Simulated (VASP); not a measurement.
Crystal: LiCl.

```xyz
8
Lattice="0.0351 2.5289 2.5851 5.2205 2.6645 -2.6505 -5.1506 2.5244 -2.6509" Properties=species:S:1:pos:R:3 pbc="T T T"
Li   -5.1742    2.5384   -2.6430
Li   -2.5434    5.1376   -2.6783
Li   -2.5255    2.5160   -0.0132
Li    0.0825    2.6006   -2.6566
Cl   -2.4993    2.5843   -2.6834
Cl    0.0862    5.1272   -2.6289
Cl    0.0137    2.5566   -0.0215
Cl    2.5385    2.6125   -2.7108
```

```yaml
Program: VASP 6.6.1
Task: relaxation of cell and atoms
Functional: PBE
Potentials_or_basis: VASP PAW PBE potentials, release 64 (Li_sv, Cl)
Cutoff: 600 eV
k_mesh: 4 × 2 × 2
Occupations: gaussian, width 0.1 eV
Spin: no spin polarisation
```

At the start: pressure -0.4 GPa; volume 17.38 Å³/atom.

Question: Where does the relaxation end?

Answer: Over 7 steps the energy falls by 7.6 meV/atom and the volume is 17.03 Å³/atom (-2.0 %); space group P1 (No. 1, to 0.1 Å) before, Fm-3m (No. 225, to 0.1 Å).

Step by step:
| step | energy change (eV) | largest force (eV/Å) | pressure (GPa) | volume (Å³) |
| --- | --- | --- | --- | --- |
| 1 | 0.0000 | 0.3221 | -0.44 | 139.05 |
| 2 | -0.0228 | 0.2576 | -0.28 | 138.10 |
| 3 | -0.0525 | 0.0862 | 0.32 | 135.23 |
| 4 | -0.0560 | 0.0747 | 0.09 | 136.11 |
| 5 | -0.0577 | 0.0682 | -0.20 | 137.29 |
| 6 | -0.0595 | 0.0458 | -0.11 | 136.89 |
| 7 | -0.0605 | 0.0222 | 0.03 | 136.27 |

Final structure:
```
CELL_PARAMETERS angstrom
-0.00116 2.57977 2.57190
5.13404 2.58046 -2.57634
-5.13049 2.58036 -2.57047
ATOMIC_POSITIONS crystal
Li 0.00167 0.99860 0.99913
Li 0.50148 0.49814 0.99925
Li 0.50004 0.00168 0.50019
Li 0.00001 0.50151 0.50068
Cl 0.00115 0.25056 0.74949
Cl 0.49975 0.75158 0.75109
Cl 0.49853 0.24906 0.24976
Cl 0.99737 0.74887 0.25041
```

Caveat: the k points lie up to 0.53 Å⁻¹ apart in the final cell; the cutoff is under 1.25 times the usual one of these potentials, so pressure, stress and relaxed cells hold a basis-set (Pulay) error.
